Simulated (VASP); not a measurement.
# LiO3 (ReO3 type) (Pm-3m) in VASP: a series of runs, part 2 of 2

VASP 6.6.1.

**4. Single point, PBE**

This run uses another cell than the first one, of 11.29 Å³/atom.

Contents of INCAR:

```
PREC = Accurate
ENCUT = 520
EDIFF = 1E-6
ISMEAR = -1
SIGMA = 0.06122561905347299
LREAL = False
LASPH = True
NELM = 80
ALGO = Normal
ISIF = 2
LWAVE = False
LCHARG = True
GGA = PE
LELF = True
LVHAR = True
NBANDS = 18
```

Contents of KPOINTS:

```
regular mesh
0
Gamma
  15 15 15
```

Contents of POSCAR:

```
LiO3
1.0
    3.5606987629      0.0000000000      0.0000000000
    0.0000000000      3.5606987629      0.0000000000
    0.0000000000      0.0000000000      3.5606987629
Li O
1 3
Direct
    0.0000000000      0.0000000000      0.0000000000
    0.5000000000      0.0000000000      0.0000000000
    0.0000000000      0.5000000000      0.0000000000
    0.0000000000      0.0000000000      0.5000000000
```

Potentials or basis: VASP PAW PBE potentials, release 64 (Li_sv, O).

Run with:

```console
$ cat potpaw_PBE.64/Li_sv/POTCAR potpaw_PBE.64/O/POTCAR > POTCAR
$ mpirun -np 1 vasp_std > vasp.out
```

OUTCAR:

```text
PREC = Accurate
   ENCUT = 520
   EDIFF = 1E-6
   ISMEAR = -1
   LREAL = False
   LASPH = True
   NELM = 80
   ISIF = 2
   GGA = PE

 ion  position               nearest neighbor table
   1  0.000  0.000  0.000-   2 1.78   3 1.78   4 1.78   4 1.78   3 1.78   2 1.78
   2  0.500  0.000  0.000-   1 1.78   1 1.78
   3  0.000  0.500  0.000-   1 1.78   1 1.78
   4  0.000  0.000  0.500-   1 1.78   1 1.78

  LATTYP: Found a simple cubic cell.
 ALAT       =     3.5606987629

  Lattice vectors:

 A1 = (   3.5606987629,   0.0000000000,   0.0000000000)
 A2 = (   0.0000000000,   3.5606987629,   0.0000000000)
 A3 = (   0.0000000000,   0.0000000000,   3.5606987629)

Analysis of symmetry for initial positions (statically):
=====================================================================
 Subroutine PRICEL returns:
 Original cell was already a primitive cell.

 Routine SETGRP: Setting up the symmetry group for a
 simple cubic supercell.

 Subroutine GETGRP returns: Found 48 space group operations
 (whereof 48 operations were pure point group operations)
 out of a pool of 48 trial point group operations.

The static configuration has the point symmetry O_h .

Analysis of symmetry for dynamics (positions and initial velocities):
=====================================================================
 Subroutine PRICEL returns:
 Original cell was already a primitive cell.

 Routine SETGRP: Setting up the symmetry group for a
 simple cubic supercell.

 Subroutine GETGRP returns: Found 48 space group operations
 (whereof 48 operations were pure point group operations)
 out of a pool of 48 trial point group operations.

The dynamic configuration has the point symmetry O_h .

 Subroutine INISYM returns: Found 48 space group operations
[... 111 lines left out ...]
   PSTRESS=    0.0 pullay stress
   NELECT =      21.0000    total number of electrons
   NUPDOWN=      -1.0000    fix difference up-down
   EMIN   =  10.00;   EMAX   =-10.00  energy-range for DOS
   EFERMI =   0.00;   METHOD = LEGACY
   ISMEAR =    -1;   SIGMA  =   0.06  broadening in eV -4-tet -1-fermi 0-gaus
   EFERMI_NEDOS =   21; number of points for ismear=-14 and -15
   IALGO  =     38    algorithm
   IMIX   =      4    mixing-type and parameters
     AMIX     =   0.40;   BMIX     =  1.00
     AMIX_MAG =   1.60;   BMIX_MAG =  1.00
  volume/ion in A,a.u.               =      11.29        76.16
  Fermi-wavevector in a.u.,A,eV,Ry     =   1.268468  2.397056 21.891909  1.609010
  Thomas-Fermi vector in A             =   2.401561
   LORBIT       =      0    0 simple, 1 ext, 2 COOP (PROOUT), +10 PAW based schemes
   GGA     = PE    functional components
   LHFCALC =     F    Hartree Fock is set to
   AEXX    =    0.0000 exact exchange contribution
   IVDW    =     0    specifies the selected vdW correction
   LEPSILON=     F    determine dielectric tensor
   LRPA    =     F    only Hartree local field effects (RPA)
 non-spin polarized calculation
  energy-cutoff  :      520.00
  volume of cell :       45.14
 maximum number of plane-waves:      1235
 NGX is ok and might be reduce to    28
   NGX = 13   NGY = 13   NGZ = 13

 number of electron      21.0000023 magnetization

 Free energy of the ion-electron system (eV)
  ---------------------------------------------------
  ext. energy  EPLUGINS =         0.00000000
  ---------------------------------------------------
  free energy    TOTEN  =       -12.31849070 eV

  energy without entropy =      -12.24602233  energy(sigma->0) =      -12.28225652

 E-fermi :  -2.0565     XC(G=0):  -9.0897

 val. band max:       -2.0680663810   @ k =   0.2000   0.1333   0.1333
 cond. band min:      -2.0561554421   @ k =   0.4667   0.1333   0.0667
 fundamental gap:      0.0119109389
 Fermi energy:        -2.0565192415

 k-point     1 :       0.0000    0.0000    0.0000
  band No.  band energies     occupation
      1     -43.0003      2.00000
      2     -19.4299      2.00000
      3     -17.3912      2.00000
      4     -17.3912      2.00000
      5      -5.4977      2.00000
      6      -5.4977      2.00000
[... 481 lines left out ...]
      5      -5.0478      2.00000
      6      -4.8812      2.00000
[... 10 lines left out ...]
     17      17.0525      0.00000
     18      17.2736      0.00000

 [... further k-points ...]
[... 5 lines left out ...]
  --------------------------------------------------------------------------------------
  -------------------------------------------------------------------------------------
  Total        0.3702183      0.3702183      0.3702183     -0.0000000      0.0000000     -0.0000000
  in kB       13.1390140     13.1390140     13.1390140     -0.0000000      0.0000000     -0.0000000
  external PRESSURE =      13.1390140 kB  Pullay stress =       0.0000000 kB

 VOLUME and BASIS-vectors are now :
 -----------------------------------------------------------------------------
  energy-cutoff  :      520.00
  volume of cell :       45.14
      direct lattice vectors                 reciprocal lattice vectors
     3.560698763  0.000000000  0.000000000     0.280843752  0.000000000  0.000000000
     0.000000000  3.560698763  0.000000000     0.000000000  0.280843752  0.000000000
     0.000000000  0.000000000  3.560698763     0.000000000  0.000000000  0.280843752

 POSITION                                       TOTAL-FORCE (eV/Angst)
 -----------------------------------------------------------------------------------
      0.00000      0.00000      0.00000         0.000000      0.000000      0.000000
      1.78035      0.00000      0.00000         0.000000      0.000000      0.000000
      0.00000      1.78035      0.00000         0.000000      0.000000      0.000000
      0.00000      0.00000      1.78035         0.000000      0.000000      0.000000
 -----------------------------------------------------------------------------------
    total drift:                                0.000000      0.000000     -0.000000

  FREE ENERGIE OF THE ION-ELECTRON SYSTEM (eV)
  ---------------------------------------------------
  free  energy   TOTEN  =       -12.3184907034 eV

  energy  without entropy=      -12.2460223290  energy(sigma->0) =      -12.28225652
```

It took 1.7 min on 1 thread of Intel Xeon 8259CL, shared host; peak memory 0.2 GiB.

Results:

```
Free energy            : -12.3185 eV
Band gap on the k mesh : zero (an odd number of electrons rules out a gap without spin polarisation)
```

Caveat: the cutoff is under 1.25 times the usual one of these potentials, so pressure, stress and relaxed cells hold a basis-set (Pulay) error; an odd number of electrons without spin polarisation forces a metal; a magnetic or distorted state may lie lower.

**5. Single point, PBE**

This run uses another cell than the first one, of 11.29 Å³/atom.

Contents of INCAR:

```
SYSTEM = LiO3
ALGO     = Normal         ! electronic algorithm
EDIFF    = 1E-6           ! SCF threshold, eV
ENCUT    = 520            ! plane-wave cutoff, eV
GGA      = PE             ! functional
ISIF     = 2              ! what is computed and relaxed
ISMEAR   = -1             ! smearing method
LASPH    = .True.         ! aspherical terms in the spheres
LCHARG   = .True.         ! write CHGCAR
LELF     = .True.         ! ELF
LREAL    = .False.        ! projectors in reciprocal space
LVHAR    = .True.       
LWAVE    = .False.        ! write WAVECAR
NBANDS   = 18             ! bands
NELM     = 80             ! most SCF steps
PREC     = Accurate       ! precision mode
SIGMA    = 0.06122561905347299 ! smearing width, eV
```

Contents of KPOINTS:

```
k-points
0
Gamma
  15 15 15
  0 0 0
```

POSCAR is that of step 4.

Potentials or basis: VASP PAW PBE potentials, release 64 (Li_sv, O).

Run with:

```console
$ cat potpaw_PBE.64/Li_sv/POTCAR potpaw_PBE.64/O/POTCAR > POTCAR
$ mpirun -np 1 vasp_std > vasp.out
```

OUTCAR:

```text
SYSTEM = LiO3
   EDIFF = 1E-6
   ENCUT = 520
   GGA = PE
   ISIF = 2
   ISMEAR = -1
   LASPH = .True.
   LREAL = .False.
   NELM = 80
   PREC = Accurate

 ion  position               nearest neighbor table
   1  0.000  0.000  0.000-   2 1.78   3 1.78   4 1.78   4 1.78   3 1.78   2 1.78
   2  0.500  0.000  0.000-   1 1.78   1 1.78
   3  0.000  0.500  0.000-   1 1.78   1 1.78
   4  0.000  0.000  0.500-   1 1.78   1 1.78

  LATTYP: Found a simple cubic cell.
 ALAT       =     3.5606987629

  Lattice vectors:

 A1 = (   3.5606987629,   0.0000000000,   0.0000000000)
 A2 = (   0.0000000000,   3.5606987629,   0.0000000000)
 A3 = (   0.0000000000,   0.0000000000,   3.5606987629)

Analysis of symmetry for initial positions (statically):
=====================================================================
 Subroutine PRICEL returns:
 Original cell was already a primitive cell.

 Routine SETGRP: Setting up the symmetry group for a
 simple cubic supercell.

 Subroutine GETGRP returns: Found 48 space group operations
 (whereof 48 operations were pure point group operations)
 out of a pool of 48 trial point group operations.

The static configuration has the point symmetry O_h .

Analysis of symmetry for dynamics (positions and initial velocities):
=====================================================================
 Subroutine PRICEL returns:
 Original cell was already a primitive cell.

 Routine SETGRP: Setting up the symmetry group for a
 simple cubic supercell.

 Subroutine GETGRP returns: Found 48 space group operations
 (whereof 48 operations were pure point group operations)
 out of a pool of 48 trial point group operations.

The dynamic configuration has the point symmetry O_h .

 Subroutine INISYM returns: Found 48 space group operations
 (whereof 48 operations are pure point group operations),
 and found     1 'primitive' translations

----------------------------------------------------------------------------------------

                                     Primitive cell

  volume of cell :      45.1446

  direct lattice vectors                    reciprocal lattice vectors
     3.560698763  0.000000000  0.000000000     0.280843752  0.000000000  0.000000000
     0.000000000  3.560698763  0.000000000     0.000000000  0.280843752  0.000000000
     0.000000000  0.000000000  3.560698763     0.000000000  0.000000000  0.280843752

  length of vectors
     3.560698763  3.560698763  3.560698763     0.280843752  0.280843752  0.280843752

  position of ions in fractional coordinates (direct lattice)
     0.000000000  0.000000000  0.000000000
     0.500000000  0.000000000  0.000000000
     0.000000000  0.500000000  0.000000000
     0.000000000  0.000000000  0.500000000

  ion indices of the primitive-cell ions
   primitive index   ion index
                 1           1
                 2           2
                 3           3
                 4           4

----------------------------------------------------------------------------------------

 KPOINTS: k-points

Automatic generation of k-mesh.
 Grid dimensions read from file:
 generate k-points for:   15   15   15

 Generating k-lattice:

  Cartesian coordinates                     Fractional coordinates (reciprocal lattice)
     0.018722917  0.000000000  0.000000000     0.066666667  0.000000000  0.000000000
     0.000000000  0.018722917  0.000000000     0.000000000  0.066666667  0.000000000
     0.000000000  0.000000000  0.018722917     0.000000000  0.000000000  0.066666667

  Length of vectors
     0.018722917  0.018722917  0.018722917

  Shift w.r.t. Gamma in fractional coordinates (k-lattice)
     0.000000000  0.000000000  0.000000000

 Subroutine IBZKPT returns following result:
 ===========================================

 Found    120 irreducible k-points:

 Following reciprocal coordinates:
            Coordinates               Weight
  0.000000  0.000000  0.000000      1.000000
  0.066667  0.000000  0.000000      6.000000
  0.133333  0.000000  0.000000      6.000000
  0.200000  0.000000  0.000000      6.000000
  0.266667  0.000000  0.000000      6.000000
  0.333333  0.000000  0.000000      6.000000
[... 16 lines left out ...]
  0.266667  0.200000  0.000000     24.000000
  0.333333  0.200000  0.000000     24.000000
 [... further k-points ...]
   k-points           NKPTS =    120   k-points in BZ     NKDIM =    120   number of bands    NBANDS=     18
   number of dos      NEDOS =    301   number of ions     NIONS =      4
   total plane-waves  NPLWV =  21952
   dimension x,y,z NGX =    28 NGY =   28 NGZ =   28
   dimension x,y,z NGXF=    56 NGYF=   56 NGZF=   56
   ions per type =               1   3
   NGX,Y,Z   is equivalent  to a cutoff of  13.07, 13.07, 13.07 a.u.
   NGXF,Y,Z  is equivalent  to a cutoff of  26.15, 26.15, 26.15 a.u.
 SYSTEM =  LiO3
   PREC   = accura    normal or accurate (medium, high low for compatibility)
   ISTART =      0    job   : 0-new  1-cont  2-samecut
   ICHARG =      2    charge: 1-file 2-atom 10-const
   ISPIN  =      1    spin polarized calculation?
   LNONCOLLINEAR =      F non collinear calculations
   LSORBIT =      F    spin-orbit coupling
   LASPH  =      T    aspherical Exc in radial PAW
   ENCUT  =  520.0 eV  38.22 Ry    6.18 a.u.   6.62  6.62  6.62*2*pi/ulx,y,z
   NELM   =     80;   NELMIN=  2; NELMDL= -5     # of ELM steps
   EDIFF  = 0.1E-05   stopping-criterion for ELM
   LREAL  =      F    real-space projection
   EDIFFG = 0.1E-04   stopping-criterion for IOM
   NSW    =      0    number of steps for IOM
   IBRION =     -1    ionic relax: 0-MD 1-quasi-New 2-CG
   NFREE  =      0    steps in history (QN), initial steepest desc. (CG)
   ISIF   =      2    stress and relaxation
   ISYM   =      2    0-nonsym 1-usesym 2-fastsym
   POTIM  = 0.5000    time-step for ionic-motion
   TEBEG  =    0.0;   TEEND  =   0.0 temperature during run
   PSTRESS=    0.0 pullay stress
   NELECT =      21.0000    total number of electrons
   NUPDOWN=      -1.0000    fix difference up-down
   EMIN   =  10.00;   EMAX   =-10.00  energy-range for DOS
   EFERMI =   0.00;   METHOD = LEGACY
   ISMEAR =    -1;   SIGMA  =   0.06  broadening in eV -4-tet -1-fermi 0-gaus
   EFERMI_NEDOS =   21; number of points for ismear=-14 and -15
   IALGO  =     38    algorithm
   IMIX   =      4    mixing-type and parameters
     AMIX     =   0.40;   BMIX     =  1.00
     AMIX_MAG =   1.60;   BMIX_MAG =  1.00
  volume/ion in A,a.u.               =      11.29        76.16
  Fermi-wavevector in a.u.,A,eV,Ry     =   1.268468  2.397056 21.891909  1.609010
  Thomas-Fermi vector in A             =   2.401561
   LORBIT       =      0    0 simple, 1 ext, 2 COOP (PROOUT), +10 PAW based schemes
   GGA     = PE    functional components
   LHFCALC =     F    Hartree Fock is set to
   AEXX    =    0.0000 exact exchange contribution
   IVDW    =     0    specifies the selected vdW correction
   LEPSILON=     F    determine dielectric tensor
   LRPA    =     F    only Hartree local field effects (RPA)
 non-spin polarized calculation
  energy-cutoff  :      520.00
  volume of cell :       45.14
 maximum number of plane-waves:      1235
 NGX is ok and might be reduce to    28
   NGX = 13   NGY = 13   NGZ = 13

 number of electron      21.0000023 magnetization

 Free energy of the ion-electron system (eV)
  ---------------------------------------------------
  ext. energy  EPLUGINS =         0.00000000
  ---------------------------------------------------
  free energy    TOTEN  =       -12.31849070 eV

  energy without entropy =      -12.24602233  energy(sigma->0) =      -12.28225652

 E-fermi :  -2.0565     XC(G=0):  -9.0897

 val. band max:       -2.0680663810   @ k =   0.2000   0.1333   0.1333
 cond. band min:      -2.0561554421   @ k =   0.4667   0.1333   0.0667
 fundamental gap:      0.0119109389
 Fermi energy:        -2.0565192415

 k-point     1 :       0.0000    0.0000    0.0000
  band No.  band energies     occupation
      1     -43.0003      2.00000
      2     -19.4299      2.00000
      3     -17.3912      2.00000
      4     -17.3912      2.00000
      5      -5.4977      2.00000
      6      -5.4977      2.00000
[... 10 lines left out ...]
     17      18.3628      0.00000
     18      18.3923      0.00000
[... 463 lines left out ...]
 k-point    24 :       0.3333    0.2000    0.0000
  band No.  band energies     occupation
      1     -42.9945      2.00000
      2     -18.9488      2.00000
      3     -18.0074      2.00000
      4     -17.5355      2.00000
      5      -5.0478      2.00000
      6      -4.8812      2.00000
[... 10 lines left out ...]
     17      17.0525      0.00000
     18      17.2736      0.00000

 [... further k-points ...]
[... 5 lines left out ...]
  --------------------------------------------------------------------------------------
  -------------------------------------------------------------------------------------
  Total        0.3702183      0.3702183      0.3702183     -0.0000000      0.0000000     -0.0000000
  in kB       13.1390140     13.1390140     13.1390140     -0.0000000      0.0000000     -0.0000000
  external PRESSURE =      13.1390140 kB  Pullay stress =       0.0000000 kB

 VOLUME and BASIS-vectors are now :
 -----------------------------------------------------------------------------
  energy-cutoff  :      520.00
  volume of cell :       45.14
      direct lattice vectors                 reciprocal lattice vectors
     3.560698763  0.000000000  0.000000000     0.280843752  0.000000000  0.000000000
     0.000000000  3.560698763  0.000000000     0.000000000  0.280843752  0.000000000
     0.000000000  0.000000000  3.560698763     0.000000000  0.000000000  0.280843752

 POSITION                                       TOTAL-FORCE (eV/Angst)
 -----------------------------------------------------------------------------------
      0.00000      0.00000      0.00000         0.000000      0.000000      0.000000
      1.78035      0.00000      0.00000         0.000000      0.000000      0.000000
      0.00000      1.78035      0.00000         0.000000      0.000000      0.000000
      0.00000      0.00000      1.78035         0.000000      0.000000      0.000000
 -----------------------------------------------------------------------------------
    total drift:                                0.000000      0.000000     -0.000000

  FREE ENERGIE OF THE ION-ELECTRON SYSTEM (eV)
  ---------------------------------------------------
  free  energy   TOTEN  =       -12.3184907034 eV

  energy  without entropy=      -12.2460223290  energy(sigma->0) =      -12.28225652
```

It took 2 min on 1 thread of Intel Xeon 8259CL, shared host; peak memory 0.2 GiB.

Results:

| Quantity | Value |
| --- | --- |
| Free energy | -12.3185 eV |
| Band gap on the k mesh | zero (an odd number of electrons rules out a gap without spin polarisation) |

Levels at points of the mesh, in eV from the Fermi level:
```tsv
k point	band 8	band 9	band 10	band 11	band 12	band 13	band 14	band 15
(0.00, 0.00, 0.00)	-0.23	-0.23	-0.23	0.44	0.44	0.44	9.58	17.51
```

Caveat: the cutoff is under 1.25 times the usual one of these potentials, so pressure, stress and relaxed cells hold a basis-set (Pulay) error; an odd number of electrons without spin polarisation forces a metal; a magnetic or distorted state may lie lower.
